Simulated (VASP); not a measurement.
# SnSe in VASP: a series of runs

SnSe is run at these levels: LDA; tasks: single point.

Program: VASP 6.6.1. These are calculated values, not measurements. Logs are shortened: lines on timing, memory, paths and dates and some standing lists are left out, and cuts for length are marked.

### 1 The cell of the first run

The cell holds a slab with vacuum, 4 atoms: a = 4.190 Å, b = 4.190 Å, c = 10.980 Å, α = 90.00°, β = 90.00°, γ = 90.00°.

### 2 Single point, LDA (atom 1 (Sn) moved -0.050 Å towards its neighbour atom 3 (Se) at 2.675 Å)

File INCAR:

```
SYSTEM = SnSe
ALGO = Normal
EDIFF = 1E-6
ENCUT = 500
GGA = CA
GGA_COMPAT = .False.
ISIF = 2
ISMEAR = 0
LASPH = .True.
LCHARG = .True.
LELF = .True.
LREAL = .False.
LVHAR = .True.
LWAVE = .False.
NBANDS = 28
NELM = 120
PREC = Accurate
SIGMA = 0.05
```

File KPOINTS:

```
k-points
0
Gamma
  6 6 4
  0 0 0
```

File POSCAR:

```
SnSe
1.0
    4.1898989379      0.0000000000      0.0000000000
    0.0000000000      4.1898989379      0.0000000000
    0.0000000000      0.0000000000     10.9796229414
Sn Se
2 2
Direct
    0.5000000000      0.0000000000      0.3736094434
    0.0000000000      0.5000000000      0.6218366662
    0.5000000000      0.0000000000      0.6217782129
    0.0000000000      0.5000000000      0.3782217871
```

Potentials or basis: VASP PAW LDA potentials, release 64 (Sn_d, Se).

Run with:

```console
$ cat potpaw_LDA.64/Sn_d/POTCAR potpaw_LDA.64/Se/POTCAR > POTCAR
$ mpirun -np 1 vasp_std > vasp.out
```

OUTCAR:

```text
SYSTEM = SnSe
   EDIFF = 1E-6
   ENCUT = 500
   GGA = CA
   ISIF = 2
   ISMEAR = 0
   LASPH = .True.
   LREAL = .False.
   NELM = 120
   PREC = Accurate

 ion  position               nearest neighbor table
   1  0.500  0.000  0.374-   3 2.72   4 2.96   4 2.96   4 2.96   4 2.96
   2  0.000  0.500  0.622-   4 2.67   3 2.96   3 2.96   3 2.96   3 2.96
   3  0.500  0.000  0.622-   1 2.72   2 2.96   2 2.96   2 2.96   2 2.96
   4  0.000  0.500  0.378-   2 2.67   1 2.96   1 2.96   1 2.96   1 2.96

  LATTYP: Found a simple tetragonal cell.
 ALAT       =     4.1898989379
 C/A-ratio  =     2.6204982755

  Lattice vectors:

 A1 = (   4.1898989379,   0.0000000000,   0.0000000000)
 A2 = (   0.0000000000,   4.1898989379,   0.0000000000)
 A3 = (   0.0000000000,   0.0000000000,  10.9796229414)

Analysis of symmetry for initial positions (statically):
=====================================================================
 Subroutine PRICEL returns:
 Original cell was already a primitive cell.

 Routine SETGRP: Setting up the symmetry group for a
 simple tetragonal supercell.

 Subroutine GETGRP returns: Found  8 space group operations
 (whereof  4 operations were pure point group operations)
 out of a pool of 16 trial point group operations.

The static configuration has the point symmetry C_2v.
 The point group associated with its full space group is C_4v.

Analysis of symmetry for dynamics (positions and initial velocities):
=====================================================================
 Subroutine PRICEL returns:
 Original cell was already a primitive cell.

 Routine SETGRP: Setting up the symmetry group for a
 simple tetragonal supercell.

 Subroutine GETGRP returns: Found  8 space group operations
 (whereof  4 operations were pure point group operations)
 out of a pool of 16 trial point group operations.

The dynamic configuration has the point symmetry C_2v.
 The point group associated with its full space group is C_4v.

 Subroutine INISYM returns: Found  8 space group operations
 (whereof  4 operations are pure point group operations),
 and found     1 'primitive' translations

----------------------------------------------------------------------------------------

                                     Primitive cell

  volume of cell :     192.7501

  direct lattice vectors                    reciprocal lattice vectors
     4.189898938  0.000000000  0.000000000     0.238669241  0.000000000  0.000000000
     0.000000000  4.189898938  0.000000000     0.000000000  0.238669241  0.000000000
     0.000000000  0.000000000 10.979622941     0.000000000  0.000000000  0.091077809

  length of vectors
     4.189898938  4.189898938 10.979622941     0.238669241  0.238669241  0.091077809

  position of ions in fractional coordinates (direct lattice)
     0.500000000  0.000000000  0.373609443
     0.000000000  0.500000000  0.621836666
     0.500000000  0.000000000  0.621778213
     0.000000000  0.500000000  0.378221787

  ion indices of the primitive-cell ions
   primitive index   ion index
                 1           1
                 2           2
                 3           3
                 4           4

----------------------------------------------------------------------------------------

 KPOINTS: k-points

Automatic generation of k-mesh.
 Grid dimensions read from file:
 generate k-points for:    6    6    4

 Generating k-lattice:

  Cartesian coordinates                     Fractional coordinates (reciprocal lattice)
     0.039778207  0.000000000  0.000000000     0.166666667  0.000000000  0.000000000
     0.000000000  0.039778207  0.000000000     0.000000000  0.166666667  0.000000000
     0.000000000  0.000000000  0.022769452     0.000000000  0.000000000  0.250000000

  Length of vectors
     0.039778207  0.039778207  0.022769452

  Shift w.r.t. Gamma in fractional coordinates (k-lattice)
     0.000000000  0.000000000  0.000000000

 Subroutine IBZKPT returns following result:
 ===========================================

 Found     30 irreducible k-points:

 Following reciprocal coordinates:
            Coordinates               Weight
  0.000000  0.000000  0.000000      1.000000
  0.166667  0.000000  0.000000      4.000000
  0.333333  0.000000  0.000000      4.000000
  0.500000  0.000000  0.000000      2.000000
  0.166667  0.166667  0.000000      4.000000
  0.333333  0.166667  0.000000      8.000000
[... 16 lines left out ...]
  0.333333  0.000000  0.500000      4.000000
  0.500000  0.000000  0.500000      2.000000
 [... further k-points ...]
   k-points           NKPTS =     30   k-points in BZ     NKDIM =     30   number of bands    NBANDS=     28
   number of dos      NEDOS =    301   number of ions     NIONS =      4
   total plane-waves  NPLWV =  81920
   dimension x,y,z NGX =    32 NGY =   32 NGZ =   80
   dimension x,y,z NGXF=    64 NGYF=   64 NGZF=  160
   ions per type =               2   2
   NGX,Y,Z   is equivalent  to a cutoff of  12.70, 12.70, 12.11 a.u.
   NGXF,Y,Z  is equivalent  to a cutoff of  25.39, 25.39, 24.23 a.u.
 SYSTEM =  SnSe
   PREC   = accura    normal or accurate (medium, high low for compatibility)
   ISTART =      0    job   : 0-new  1-cont  2-samecut
   ICHARG =      2    charge: 1-file 2-atom 10-const
   ISPIN  =      1    spin polarized calculation?
   LNONCOLLINEAR =      F non collinear calculations
   LSORBIT =      F    spin-orbit coupling
   LASPH  =      T    aspherical Exc in radial PAW
   ENCUT  =  500.0 eV  36.75 Ry    6.06 a.u.   7.64  7.64 20.02*2*pi/ulx,y,z
   NELM   =    120;   NELMIN=  2; NELMDL= -5     # of ELM steps
   EDIFF  = 0.1E-05   stopping-criterion for ELM
   LREAL  =      F    real-space projection
   EDIFFG = 0.1E-04   stopping-criterion for IOM
   NSW    =      0    number of steps for IOM
   IBRION =     -1    ionic relax: 0-MD 1-quasi-New 2-CG
   NFREE  =      0    steps in history (QN), initial steepest desc. (CG)
   ISIF   =      2    stress and relaxation
   ISYM   =      2    0-nonsym 1-usesym 2-fastsym
   POTIM  = 0.5000    time-step for ionic-motion
   TEBEG  =    0.0;   TEEND  =   0.0 temperature during run
   PSTRESS=    0.0 pullay stress
   NELECT =      40.0000    total number of electrons
   NUPDOWN=      -1.0000    fix difference up-down
   EMIN   =  10.00;   EMAX   =-10.00  energy-range for DOS
   EFERMI =   0.00;   METHOD = LEGACY
   ISMEAR =     0;   SIGMA  =   0.05  broadening in eV -4-tet -1-fermi 0-gaus
   EFERMI_NEDOS =   21; number of points for ismear=-14 and -15
   IALGO  =     38    algorithm
   IMIX   =      4    mixing-type and parameters
     AMIX     =   0.40;   BMIX     =  1.00
     AMIX_MAG =   1.60;   BMIX_MAG =  1.00
  volume/ion in A,a.u.               =      48.19       325.19
  Fermi-wavevector in a.u.,A,eV,Ry     =   0.969237  1.831592 12.781590  0.939420
  Thomas-Fermi vector in A             =   2.099273
   LORBIT       =      0    0 simple, 1 ext, 2 COOP (PROOUT), +10 PAW based schemes
   GGA     = CA    functional components
   LHFCALC =     F    Hartree Fock is set to
   AEXX    =    0.0000 exact exchange contribution
   IVDW    =     0    specifies the selected vdW correction
   LEPSILON=     F    determine dielectric tensor
   LRPA    =     F    only Hartree local field effects (RPA)
 non-spin polarized calculation
 Gauss-broadening in eV      SIGMA  =   0.05
  energy-cutoff  :      500.00
  volume of cell :      192.75
 maximum number of plane-waves:      4921
 NGX is ok and might be reduce to    32
   NGX = 15   NGY = 15   NGZ = 41

 number of electron      39.9999988 magnetization

 Free energy of the ion-electron system (eV)
  ---------------------------------------------------
  ext. energy  EPLUGINS =         0.00000000
  ---------------------------------------------------
  free energy    TOTEN  =       -18.48677265 eV

  energy without entropy =      -18.48677265  energy(sigma->0) =      -18.48677265

 E-fermi :   1.0341     XC(G=0):  -6.3642

 val. band max:        0.8168954511   @ k =   0.3333   0.0000   0.5000
 cond. band min:       2.2284261324   @ k =   0.0000   0.0000   0.5000
 fundamental gap:      1.4115306813
 Fermi energy:         1.0341334265

 k-point     1 :       0.0000    0.0000    0.0000
  band No.  band energies     occupation
      1     -20.2804      2.00000
      2     -20.2714      2.00000
      3     -20.2664      2.00000
      4     -20.2411      2.00000
      5     -20.2411      2.00000
      6     -20.2024      2.00000
[... 20 lines left out ...]
     27       6.3459      0.00000
     28       6.6363      0.00000

 k-point     2 :       0.1667    0.0000    0.0000
  band No.  band energies     occupation
      1     -20.2773      2.00000
      2     -20.2691      2.00000
      3     -20.2678      2.00000
      4     -20.2422      2.00000
      5     -20.2411      2.00000
      6     -20.2013      2.00000
[... 20 lines left out ...]
     27       5.9147      0.00000
     28       6.2054      0.00000

 k-point     3 :       0.3333    0.0000    0.0000
  band No.  band energies     occupation
      1     -20.2744      2.00000
      2     -20.2731      2.00000
      3     -20.2586      2.00000
      4     -20.2445      2.00000
      5     -20.2414      2.00000
      6     -20.2005      2.00000
[... 20 lines left out ...]
     27       5.6272      0.00000
     28       7.2662      0.00000

 k-point     4 :       0.5000    0.0000    0.0000
  band No.  band energies     occupation
      1     -20.2770      2.00000
      2     -20.2714      2.00000
      3     -20.2535      2.00000
      4     -20.2457      2.00000
      5     -20.2416      2.00000
      6     -20.2004      2.00000
[... 20 lines left out ...]
     27       6.5522      0.00000
     28       6.5972      0.00000

 k-point     5 :       0.1667    0.1667    0.0000
  band No.  band energies     occupation
      1     -20.2754      2.00000
      2     -20.2713      2.00000
      3     -20.2650      2.00000
      4     -20.2424      2.00000
      5     -20.2422      2.00000
      6     -20.1992      2.00000
[... 20 lines left out ...]
     27       5.6356      0.00000
     28       6.9954      0.00000

 k-point     6 :       0.3333    0.1667    0.0000
  band No.  band energies     occupation
      1     -20.2798      2.00000
      2     -20.2696      2.00000
      3     -20.2571      2.00000
      4     -20.2446      2.00000
      5     -20.2426      2.00000
      6     -20.1976      2.00000
[... 463 lines left out ...]
      5     -20.2411      2.00000
      6     -20.2024      2.00000
[... 20 lines left out ...]
     27       6.3426      0.00000
     28       6.4981      0.00000

 k-point    22 :       0.1667    0.0000    0.5000
  band No.  band energies     occupation
      1     -20.2773      2.00000
      2     -20.2691      2.00000
      3     -20.2678      2.00000
      4     -20.2422      2.00000
      5     -20.2411      2.00000
      6     -20.2013      2.00000
[... 20 lines left out ...]
     27       5.8473      0.00000
     28       6.2104      0.00000

 k-point    23 :       0.3333    0.0000    0.5000
  band No.  band energies     occupation
      1     -20.2744      2.00000
      2     -20.2731      2.00000
      3     -20.2586      2.00000
      4     -20.2445      2.00000
      5     -20.2414      2.00000
      6     -20.2005      2.00000
[... 20 lines left out ...]
     27       6.3122      0.00000
     28       6.9287      0.00000

 k-point    24 :       0.5000    0.0000    0.5000
  band No.  band energies     occupation
      1     -20.2770      2.00000
      2     -20.2714      2.00000
      3     -20.2535      2.00000
      4     -20.2457      2.00000
      5     -20.2416      2.00000
      6     -20.2004      2.00000
[... 20 lines left out ...]
     27       7.0608      0.00000
     28       7.1132      0.00000

 [... further k-points ...]

------------------------ aborting loop because EDIFF is reached ----------------------------------------

  FORCE on cell =-STRESS in cart. coord.  units (eV):
  Direction    XX          YY          ZZ          XY          YZ          ZX
  --------------------------------------------------------------------------------------
  -------------------------------------------------------------------------------------
  Total       -0.0545562     -0.0545562     -0.5483890      0.0000000      0.0000000      0.0000000
  in kB       -0.4534823     -0.4534823     -4.5583200      0.0000000      0.0000000      0.0000000
  external PRESSURE =      -1.8217615 kB  Pullay stress =       0.0000000 kB

 VOLUME and BASIS-vectors are now :
 -----------------------------------------------------------------------------
  energy-cutoff  :      500.00
  volume of cell :      192.75
      direct lattice vectors                 reciprocal lattice vectors
     4.189898938  0.000000000  0.000000000     0.238669241  0.000000000  0.000000000
     0.000000000  4.189898938  0.000000000     0.000000000  0.238669241  0.000000000
     0.000000000  0.000000000 10.979622941     0.000000000  0.000000000  0.091077809

 POSITION                                       TOTAL-FORCE (eV/Angst)
 -----------------------------------------------------------------------------------
      2.09495      0.00000      4.10209         0.000000      0.000000      0.263941
      0.00000      2.09495      6.82753         0.000000      0.000000      0.036453
      2.09495      0.00000      6.82689         0.000000      0.000000     -0.226440
      0.00000      2.09495      4.15273         0.000000      0.000000     -0.073954
 -----------------------------------------------------------------------------------
    total drift:                                0.000000      0.000000     -0.000861

  FREE ENERGIE OF THE ION-ELECTRON SYSTEM (eV)
  ---------------------------------------------------
  free  energy   TOTEN  =       -18.4867726511 eV

  energy  without entropy=      -18.4867726511  energy(sigma->0) =      -18.48677265
```

Run time: 2 min. Hardware: 1 thread of Intel Xeon Platinum 8259CL at 2.50GHz (Skylake/Cascade Lake), shared host; peak memory 0.3 GiB.

Results:

```
Free energy            : -18.4868 eV
Largest force          : 0.264 eV/Å
Band gap on the k mesh : 1.41 eV (least direct gap 1.48 eV)
```

Forces in eV/Å, atoms in the order of the input:
```
Sn   0.000  0.000  0.264
Sn   0.000  0.000  0.036
Se   0.000  0.000 -0.226
Se   0.000  0.000 -0.074
```

Caveat: the cell differs from its parent crystal (atom 1 (Sn) moved -0.050 Å towards its neighbour atom 3 (Se) at 2.675 Å); spin-orbit coupling is left out, which moves the levels of the heavy elements.

### 3 Single point, LDA (atom 1 (Sn) moved +0.175 Å towards its neighbour atom 3 (Se) at 2.675 Å)

File INCAR:

```
PREC = Accurate
ENCUT = 500
EDIFF = 1E-6
ISMEAR = 0
SIGMA = 0.05
LREAL = F
LASPH = T
NELM = 120
ALGO = Normal
ISIF = 2
LWAVE = F
LCHARG = F
NBANDS = 28
GGA_COMPAT = F
```

File KPOINTS:

```
regular mesh
0
Gamma
  6 6 4
```

Edit POSCAR of step 2 so:

```diff
@@ -8,3 +8,3 @@
 Direct
-    0.5000000000      0.0000000000      0.3736094434
+    0.5000000000      0.0000000000      0.3941019504
     0.0000000000      0.5000000000      0.6218366662
```

Potentials or basis: VASP PAW LDA potentials, release 64 (Sn_d, Se).

Run with:

```console
$ cat potpaw_LDA.64/Sn_d/POTCAR potpaw_LDA.64/Se/POTCAR > POTCAR
$ mpirun -np 1 vasp_std > vasp.out
```

Wall time 1.8 min (1 thread of Intel Xeon Platinum 8259CL at 2.50GHz (Skylake/Cascade Lake), shared host); peak memory 0.3 GiB.

It converged, with:

```
Free energy            : -18.3663 eV
Largest force          : 1.583 eV/Å
Band gap on the k mesh : 1.30 eV
```

Forces in eV/Å, atoms in the order of the input:
```
Sn   0.000  0.000 -1.583
Sn   0.000  0.000 -0.007
Se   0.000  0.000  1.411
Se   0.000  0.000  0.178
```

Levels at points of the mesh, in eV from the valence-band top:
```tsv
k point	band 17	band 18	band 19	band 20	band 21	band 22	band 23	band 24
(0.00, 0.00, 0.00)	-3.39	-2.08	-2.08	-0.78	1.74	3.30	3.79	4.51
(0.50, 0.00, 0.00)	-2.07	-1.72	-0.48	-0.06	1.38	1.52	1.70	1.99
(0.50, 0.50, 0.00)	-3.71	-3.71	-1.98	-1.95	3.41	4.11	4.19	4.19
(0.00, 0.00, 0.50)	-3.39	-2.08	-2.08	-0.79	1.59	3.30	4.51	4.51
(0.50, 0.00, 0.50)	-2.07	-1.72	-0.48	-0.06	1.38	1.52	1.70	1.99
(0.50, 0.50, 0.50)	-3.71	-3.71	-1.98	-1.95	3.39	4.07	4.22	4.22
```

Caveat: the cell differs from its parent crystal (atom 1 (Sn) moved +0.175 Å towards its neighbour atom 3 (Se) at 2.675 Å); spin-orbit coupling is left out, which moves the levels of the heavy elements.
